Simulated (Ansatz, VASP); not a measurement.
## One calculation of GaN, two programs

INCAR

```
PREC = Accurate
ENCUT = 600
EDIFF = 1E-6
ISMEAR = 0
SIGMA = 0.02
LREAL = False
LASPH = True
NELM = 80
ALGO = Normal
ISIF = 3
LWAVE = False
LCHARG = False
GGA = PE
IBRION = 2
NSW = 100
EDIFFG = -0.005
```

Contents of KPOINTS:

```
Automatic mesh
0
Gamma
  10 10 10
```

POSCAR

```
GaN
1.0
    0.0000000000      2.2535006100      2.2535006100
    2.2535006100      0.0000000000      2.2535006100
    2.2535006100      2.2535006100      0.0000000000
Ga N
1 1
Direct
    0.0000000000      0.0000000000      0.0000000000
    0.2500000000      0.2500000000      0.2500000000
```

Input for Ansatz:

```yaml
crystal:
  lattice:
    - [0.0, 2.25350061, 2.25350061]
    - [2.25350061, 0.0, 2.25350061]
    - [2.25350061, 2.25350061, 0.0]
  atoms:
    - { symbol: Ga, position: [0.0, 0.0, 0.0] }
    - { symbol: "N", position: [0.25, 0.25, 0.25] }
basis:
  ecutwfc: 420
kpoints:
  mp_grid: { grid: [10, 10, 10] }
hamiltonian:
  xc: pbe
scf:
  occupations: { method: gaussian, width: 0.02 }
output:
  forces: true
  stress: true
  eigenvalues: true
relax:
  adjacent_minimum: "off"
  f_tol: 0.005
  max_steps: 80
  cell: { stress_tol: 0.05 }
```

Alike in both runs: task relaxation of cell and atoms; functional PBE; k mesh 10 × 10 × 10; occupations gaussian, width 0.02 eV; no spin polarisation.

|  | VASP | Ansatz |
| --- | --- | --- |
| version | VASP 6.6.1 | Ansatz 0.2.0 |
| potentials or method | VASP PAW PBE potentials, release 64 (Ga_d, N), cutoff 600 eV | scalar-relativistic, plane waves, PAW |
| valence electrons in the cell | 18 | 18 |

```csv
,VASP,Ansatz,Ansatz less VASP
"gap on the k mesh at the Fermi level, each at its own relaxed structure (eV)",1.55,1.54,-0.010
relaxed volume (Å³/atom),11.76,11.76,+0.007
relaxed cell length with the largest relative difference (Å),3.216,3.216,+0.0006
```
